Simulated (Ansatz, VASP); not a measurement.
**MgO: VASP beside Ansatz**

```
Mg O
1.0
     0.00000    2.12688    2.12688
     2.12688    0.00000    2.12688
     2.12688    2.12688    0.00000
Mg O
1 1
Direct
  0.00000 0.00000 0.00000
  0.50000 0.50000 0.50000
```

Alike in both runs: functional PBE; k mesh 10 × 10 × 10; no spin polarisation.

Ansatz relaxed the structure, and its values are those at the end. VASP's run is a single point on that final structure, the one shown.

|  | VASP | Ansatz |
| --- | --- | --- |
| version | VASP 6.6.1 | Ansatz 0.2.0 |
| potentials or method | VASP PAW PBE potentials, release 64 (Mg, O), cutoff 600 eV | scalar-relativistic, plane waves, PAW |
| occupations | gaussian, width 0.01 eV | fixed |
| valence electrons in the cell | 8 | 16 |

```csv
,VASP,Ansatz,Ansatz less VASP
gap on the k mesh at the Fermi level (eV),4.45,4.46,+0.016
least direct gap on the mesh (eV),4.45,4.46,+0.016
pressure (GPa),-1.0,0.0,+1.03
```

VASP's potentials hold 8 valence electrons a cell and Ansatz's 16, so a difference there can come from the potentials and not from the codes.
